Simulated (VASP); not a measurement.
# SiC (F-43m) in VASP: single point with r2SCAN

Aim: the single point of SiC with r2SCAN.

All numbers are computed with VASP 6.6.1; they aren't measurements. Logs are shortened: lines on timing, memory, paths and dates and some standing lists are left out, and cuts for length are marked.

## Step 1: The cell of the first run

It takes space group F-43m (No. 216, cubic). Conventional cell: a = 4.357 Å, b = 4.357 Å, c = 4.357 Å, α = 90.00°, β = 90.00°, γ = 90.00°. Si (site symmetry -43m) has 4 C at 1.89 Å within 2.5 Å. C (site symmetry -43m) has 4 Si at 1.89 Å within 2.5 Å.

## Step 2: Single point, r2SCAN

Contents of POSCAR:

```
SiC
1.0
    0.0000000000      2.1783082524      2.1783082524
    2.1783082524      0.0000000000      2.1783082524
    2.1783082524      2.1783082524      0.0000000000
Si C
1 1
Direct
    0.7500000000      0.7500000000      0.7500000000
    0.0000000000      0.0000000000      0.0000000000
```

Contents of INCAR.step1:

```
SYSTEM = SiC
ALGO     = Normal         ! electronic algorithm
EDIFF    = 1E-5           ! SCF threshold, eV
ENCUT    = 660            ! plane-wave cutoff, eV
GGA      = PE             ! functional
GGA_COMPAT= .False.      
ISMEAR   = 0              ! smearing method
LASPH    = .True.         ! aspherical terms in the spheres
LCHARG   = .False.        ! write CHGCAR
LREAL    = .False.        ! projectors in reciprocal space
LWAVE    = .True.         ! write WAVECAR
NBANDS   = 11             ! bands
NELM     = 120            ! most SCF steps
PREC     = Accurate       ! precision mode
SIGMA    = 0.02           ! smearing width, eV
```

Contents of INCAR.step2:

```
SYSTEM = SiC
ALGO     = Normal         ! electronic algorithm
EDIFF    = 1E-6           ! SCF threshold, eV
ENCUT    = 660            ! plane-wave cutoff, eV
GGA_COMPAT= .False.      
ISIF     = 2              ! what is computed and relaxed
ISMEAR   = 0              ! smearing method
ISTART   = 1            
LASPH    = .True.         ! aspherical terms in the spheres
LCHARG   = .False.        ! write CHGCAR
LMIXTAU  = .True.       
LREAL    = .False.        ! projectors in reciprocal space
LWAVE    = .False.        ! write WAVECAR
METAGGA  = R2SCAN         ! meta-GGA
NBANDS   = 11             ! bands
NELM     = 120            ! most SCF steps
PREC     = Accurate       ! precision mode
SIGMA    = 0.02           ! smearing width, eV
```

Contents of KPOINTS:

```
k-points
0
Gamma
  10 10 10
  0 0 0
```

Potentials or basis: VASP PAW PBE potentials, release 64 (Si, C).

The run is started by

```
$ cat potpaw_PBE.64/Si/POTCAR potpaw_PBE.64/C/POTCAR > POTCAR
$ cp INCAR.step1 INCAR
$ mpirun -np 1 vasp_std > vasp.out
$ cp INCAR.step2 INCAR
$ mpirun -np 1 vasp_std > vasp.out
```

OUTCAR:

```text
SYSTEM = SiC
   EDIFF = 1E-6
   ENCUT = 660
   ISIF = 2
   ISMEAR = 0
   ISTART = 1
   LASPH = .True.
   LREAL = .False.
   METAGGA = R2SCAN
   NELM = 120
   PREC = Accurate

 ion  position               nearest neighbor table
   1  0.750  0.750  0.750-   2 1.89   2 1.89   2 1.89   2 1.89
   2  0.000  0.000  0.000-   1 1.89   1 1.89   1 1.89   1 1.89

  LATTYP: Found a face centered cubic cell.
 ALAT       =     4.3566165048

  Lattice vectors:

 A1 = (   0.0000000000,   2.1783082524,   2.1783082524)
 A2 = (   2.1783082524,   0.0000000000,   2.1783082524)
 A3 = (   2.1783082524,   2.1783082524,   0.0000000000)

Analysis of symmetry for initial positions (statically):
=====================================================================
 Subroutine PRICEL returns:
 Original cell was already a primitive cell.

 Routine SETGRP: Setting up the symmetry group for a
 face centered cubic supercell.

 Subroutine GETGRP returns: Found 24 space group operations
 (whereof 24 operations were pure point group operations)
 out of a pool of 48 trial point group operations.

The static configuration has the point symmetry T_d .

Analysis of symmetry for dynamics (positions and initial velocities):
=====================================================================
 Subroutine PRICEL returns:
 Original cell was already a primitive cell.

 Routine SETGRP: Setting up the symmetry group for a
 face centered cubic supercell.

 Subroutine GETGRP returns: Found 24 space group operations
 (whereof 24 operations were pure point group operations)
 out of a pool of 48 trial point group operations.

The dynamic configuration has the point symmetry T_d .

 Subroutine INISYM returns: Found 24 space group operations
 (whereof 24 operations are pure point group operations),
 and found     1 'primitive' translations

----------------------------------------------------------------------------------------

                                     Primitive cell

  volume of cell :      20.6723

  direct lattice vectors                    reciprocal lattice vectors
     0.000000000  2.178308252  2.178308252    -0.229535925  0.229535925  0.229535925
     2.178308252  0.000000000  2.178308252     0.229535925 -0.229535925  0.229535925
     2.178308252  2.178308252  0.000000000     0.229535925  0.229535925 -0.229535925

  length of vectors
     3.080593074  3.080593074  3.080593074     0.397567885  0.397567885  0.397567885

  position of ions in fractional coordinates (direct lattice)
     0.750000000  0.750000000  0.750000000
     0.000000000  0.000000000  0.000000000

  ion indices of the primitive-cell ions
   primitive index   ion index
                 1           1
                 2           2

----------------------------------------------------------------------------------------

 KPOINTS: k-points

Automatic generation of k-mesh.
 Grid dimensions read from file:
 generate k-points for:   10   10   10

 Generating k-lattice:

  Cartesian coordinates                     Fractional coordinates (reciprocal lattice)
    -0.022953593  0.022953593  0.022953593     0.100000000  0.000000000  0.000000000
     0.022953593 -0.022953593  0.022953593     0.000000000  0.100000000  0.000000000
     0.022953593  0.022953593 -0.022953593     0.000000000  0.000000000  0.100000000

  Length of vectors
     0.039756788  0.039756788  0.039756788

  Shift w.r.t. Gamma in fractional coordinates (k-lattice)
     0.000000000  0.000000000  0.000000000

 Subroutine IBZKPT returns following result:
 ===========================================

 Found     47 irreducible k-points:

 Following reciprocal coordinates:
            Coordinates               Weight
  0.000000  0.000000  0.000000      1.000000
  0.100000  0.000000  0.000000      8.000000
  0.200000  0.000000  0.000000      8.000000
  0.300000  0.000000  0.000000      8.000000
  0.400000  0.000000  0.000000      8.000000
  0.500000  0.000000  0.000000      4.000000
[... 16 lines left out ...]
  0.300000  0.300000  0.000000      6.000000
  0.400000  0.300000  0.000000     24.000000
 [... further k-points ...]
   k-points           NKPTS =     47   k-points in BZ     NKDIM =     47   number of bands    NBANDS=     11
   number of dos      NEDOS =    301   number of ions     NIONS =      2
   total plane-waves  NPLWV =  21952
   dimension x,y,z NGX =    28 NGY =   28 NGZ =   28
   dimension x,y,z NGXF=    56 NGYF=   56 NGZF=   56
   ions per type =               1   1
   NGX,Y,Z   is equivalent  to a cutoff of  15.11, 15.11, 15.11 a.u.
   NGXF,Y,Z  is equivalent  to a cutoff of  30.22, 30.22, 30.22 a.u.
 SYSTEM =  SiC
   PREC   = accura    normal or accurate (medium, high low for compatibility)
   ISTART =      1    job   : 0-new  1-cont  2-samecut
   ICHARG =      0    charge: 1-file 2-atom 10-const
   ISPIN  =      1    spin polarized calculation?
   LNONCOLLINEAR =      F non collinear calculations
   LSORBIT =      F    spin-orbit coupling
   LASPH  =      T    aspherical Exc in radial PAW
   ENCUT  =  660.0 eV  48.51 Ry    6.96 a.u.   6.45  6.45  6.45*2*pi/ulx,y,z
   NELM   =    120;   NELMIN=  2; NELMDL=  0     # of ELM steps
   EDIFF  = 0.1E-05   stopping-criterion for ELM
   LREAL  =      F    real-space projection
   EDIFFG = 0.1E-04   stopping-criterion for IOM
   NSW    =      0    number of steps for IOM
   IBRION =     -1    ionic relax: 0-MD 1-quasi-New 2-CG
   NFREE  =      0    steps in history (QN), initial steepest desc. (CG)
   ISIF   =      2    stress and relaxation
   ISYM   =      2    0-nonsym 1-usesym 2-fastsym
   POTIM  = 0.5000    time-step for ionic-motion
   TEBEG  =    0.0;   TEEND  =   0.0 temperature during run
   PSTRESS=    0.0 pullay stress
   NELECT =       8.0000    total number of electrons
   NUPDOWN=      -1.0000    fix difference up-down
   EMIN   =  10.00;   EMAX   =-10.00  energy-range for DOS
   EFERMI =   0.00;   METHOD = LEGACY
   ISMEAR =     0;   SIGMA  =   0.02  broadening in eV -4-tet -1-fermi 0-gaus
   EFERMI_NEDOS =   21; number of points for ismear=-14 and -15
   IALGO  =     38    algorithm
   IMIX   =      4    mixing-type and parameters
     AMIX     =   0.40;   BMIX     =  1.00
     AMIX_MAG =   1.60;   BMIX_MAG =  1.00
  volume/ion in A,a.u.               =      10.34        69.75
  Fermi-wavevector in a.u.,A,eV,Ry     =   1.193005  2.254452 19.364631  1.423260
  Thomas-Fermi vector in A             =   2.329029
   LORBIT       =      0    0 simple, 1 ext, 2 COOP (PROOUT), +10 PAW based schemes
   METAGGA = R2SCAN    functional components
   LHFCALC =     F    Hartree Fock is set to
   AEXX    =    0.0000 exact exchange contribution
   IVDW    =     0    specifies the selected vdW correction
   LEPSILON=     F    determine dielectric tensor
   LRPA    =     F    only Hartree local field effects (RPA)
 non-spin polarized calculation
 Gauss-broadening in eV      SIGMA  =   0.02
  energy-cutoff  :      660.00
  volume of cell :       20.67
 maximum number of plane-waves:       821
 NGX is ok and might be reduce to    28
   NGX = 13   NGY = 13   NGZ = 13

 number of electron       8.0000000 magnetization

 Free energy of the ion-electron system (eV)
  ---------------------------------------------------
  ext. energy  EPLUGINS =         0.00000000
  ---------------------------------------------------
  free energy    TOTEN  =       -19.33151002 eV

  energy without entropy =      -19.33151002  energy(sigma->0) =      -19.33151002

 E-fermi :   8.0918     XC(G=0): -11.9383

 val. band max:        7.9908350023   @ k =   0.0000   0.0000   0.0000
 cond. band min:       9.7172829028   @ k =   0.5000   0.5000   0.0000
 fundamental gap:      1.7264479005
 Fermi energy:         8.0917733741

 k-point     1 :       0.0000    0.0000    0.0000
  band No.  band energies     occupation
      1      -8.1949      2.00000
      2       7.9908      2.00000
      3       7.9908      2.00000
      4       7.9908      2.00000
      5      14.8377      0.00000
      6      15.8493      0.00000
      7      15.8493      0.00000
      8      15.8493      0.00000
      9      23.2075      0.00000
     10      23.2075      0.00000
     11      25.7713      0.00000

 k-point     2 :       0.1000    0.0000    0.0000
  band No.  band energies     occupation
      1      -7.9923      2.00000
      2       6.9423      2.00000
      3       7.8511      2.00000
      4       7.8511      2.00000
      5      15.0897      0.00000
      6      16.1082      0.00000
      7      16.1082      0.00000
      8      16.1942      0.00000
      9      22.2708      0.00000
     10      22.2708      0.00000
     11      25.3922      0.00000

 k-point     3 :       0.2000    0.0000    0.0000
  band No.  band energies     occupation
      1      -7.3947      2.00000
      2       4.7326      2.00000
      3       7.5293      2.00000
      4       7.5293      2.00000
      5      14.7789      0.00000
      6      16.4883      0.00000
      7      16.4883      0.00000
      8      17.5408      0.00000
      9      21.6071      0.00000
     10      21.6071      0.00000
     11      24.4428      0.00000

 k-point     4 :       0.3000    0.0000    0.0000
  band No.  band energies     occupation
      1      -6.4430      2.00000
      2       2.3273      2.00000
      3       7.1965      2.00000
      4       7.1965      2.00000
      5      14.3633      0.00000
      6      16.3322      0.00000
      7      16.3322      0.00000
      8      18.6165      0.00000
      9      22.5114      0.00000
     10      22.5114      0.00000
     11      24.1904      0.00000
[... 239 lines left out ...]
 k-point    22 :      -0.2000    0.2000    0.0000
  band No.  band energies     occupation
      1      -6.1231      2.00000
      2       2.9746      2.00000
      3       4.6665      2.00000
      4       7.3103      2.00000
      5      15.1488      0.00000
      6      16.6718      0.00000
      7      16.9876      0.00000
      8      17.9025      0.00000
      9      20.1887      0.00000
     10      24.4926      0.00000
     11      28.2538      0.00000

 k-point    23 :       0.3000    0.3000    0.0000
  band No.  band energies     occupation
      1      -5.8466      2.00000
      2       3.4230      2.00000
      3       5.5197      2.00000
      4       5.5197      2.00000
      5      11.6117      0.00000
      6      14.1426      0.00000
      7      20.3888      0.00000
      8      20.3888      0.00000
      9      21.3646      0.00000
     10      25.9632      0.00000
     11      30.9167      0.00000

 k-point    24 :       0.4000    0.3000    0.0000
  band No.  band energies     occupation
      1      -4.9584      2.00000
      2       2.1549      2.00000
      3       4.7182      2.00000
      4       5.2441      2.00000
      5      11.2907      0.00000
      6      14.1580      0.00000
      7      20.5011      0.00000
      8      20.8047      0.00000
      9      22.8454      0.00000
     10      27.0875      0.00000
     11      30.5020      0.00000

 [... further k-points ...]

------------------------ aborting loop because EDIFF is reached ----------------------------------------

  FORCE on cell =-STRESS in cart. coord.  units (eV):
  Direction    XX          YY          ZZ          XY          YZ          ZX
  --------------------------------------------------------------------------------------
  -------------------------------------------------------------------------------------
  Total       -0.0561827     -0.0561827     -0.0561827     -0.0000000     -0.0000000      0.0000000
  in kB       -4.3543686     -4.3543686     -4.3543686     -0.0000000     -0.0000000      0.0000000
  external PRESSURE =      -4.3543686 kB  Pullay stress =       0.0000000 kB

 VOLUME and BASIS-vectors are now :
 -----------------------------------------------------------------------------
  energy-cutoff  :      660.00
  volume of cell :       20.67
      direct lattice vectors                 reciprocal lattice vectors
     0.000000000  2.178308252  2.178308252    -0.229535925  0.229535925  0.229535925
     2.178308252  0.000000000  2.178308252     0.229535925 -0.229535925  0.229535925
     2.178308252  2.178308252  0.000000000     0.229535925  0.229535925 -0.229535925

 POSITION                                       TOTAL-FORCE (eV/Angst)
 -----------------------------------------------------------------------------------
      3.26746      3.26746      3.26746         0.000000      0.000000      0.000000
      0.00000      0.00000      0.00000        -0.000000     -0.000000     -0.000000
 -----------------------------------------------------------------------------------
    total drift:                               -0.000000     -0.000000     -0.000000

  FREE ENERGIE OF THE ION-ELECTRON SYSTEM (eV)
  ---------------------------------------------------
  free  energy   TOTEN  =       -19.3315100177 eV

  energy  without entropy=      -19.3315100177  energy(sigma->0) =      -19.33151002
```

It took 74 s on 1 thread of Intel Xeon 8259CL, shared host; peak memory 0.16 GiB.

Results:

| Quantity | Value |
| --- | --- |
| Free energy | -19.3315 eV |
| Pressure | -0.4 GPa |
| Band gap on the k mesh | 1.73 eV (least direct gap 5.06 eV) |

Caveat: the PAW data sets were made with another functional, which shifts forces and pressure a little. A k mesh can miss the band edges.
